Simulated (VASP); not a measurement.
Set up this calculation in VASP 6.6.1, as the native input.

| Item | Value |
| --- | --- |
| Task | single point |
| Functional | PBEsol |
| Potentials or basis | VASP PAW PBE potentials, release 64 (Hf_pv, N) |
| Cutoff | 520 eV |
| k mesh | 16 × 16 × 16 |
| Occupations | gaussian, width 0.15 eV |
| Spin | no spin polarisation |
| Dipole correction | no |
| Further INCAR settings | ALGO = Normal; EDIFF = 1e-07; NBANDS = 14 |

The structure of HfN lies in POSCAR:

```
HfN
1.0
    0.0000000000      2.5530148800      2.2584362400
    2.5530148800      0.0000000000      2.2584362400
    2.5530148800      2.5530148800      0.0000000000
Hf N
1 1
Direct
    0.0000000000      0.0000000000      0.0000000000
    0.7500000000      0.7500000000      0.7500000000
```

This cell differs from its parent crystal: strain +0.040 along x and y, -0.080 along z.

One way to write it, as run:

INCAR

```
SYSTEM = HfN
PREC = Accurate
ENCUT = 520
EDIFF = 1E-7
ISMEAR = 0
SIGMA = 0.15
LREAL = .FALSE.
LASPH = .TRUE.
NELM = 80
ALGO = Normal
ISIF = 2
LWAVE = .FALSE.
LCHARG = .TRUE.
GGA = PS
LELF = .TRUE.
LVHAR = .TRUE.
NBANDS = 14
```

KPOINTS

```
Automatic mesh
0
G
  16 16 16
  0 0 0
```

Potentials or basis: VASP PAW PBE potentials, release 64 (Hf_pv, N).

Command:

```console
$ cat potpaw_PBE.64/Hf_pv/POTCAR potpaw_PBE.64/N/POTCAR > POTCAR
$ mpirun -np 1 vasp_std > vasp.out
```

It gave:

```yaml
Pressure: -6.0 GPa
```

Caveat: the cell differs from its parent crystal (strain +0.040 along x and y, -0.080 along z); the PAW data sets were made with another functional, which shifts forces and pressure a little.

Wall time 62 s on 1 thread of Intel(R) Xeon(R) 6975P-C (Granite Rapids) (shared host), peak memory 0.28 GiB.
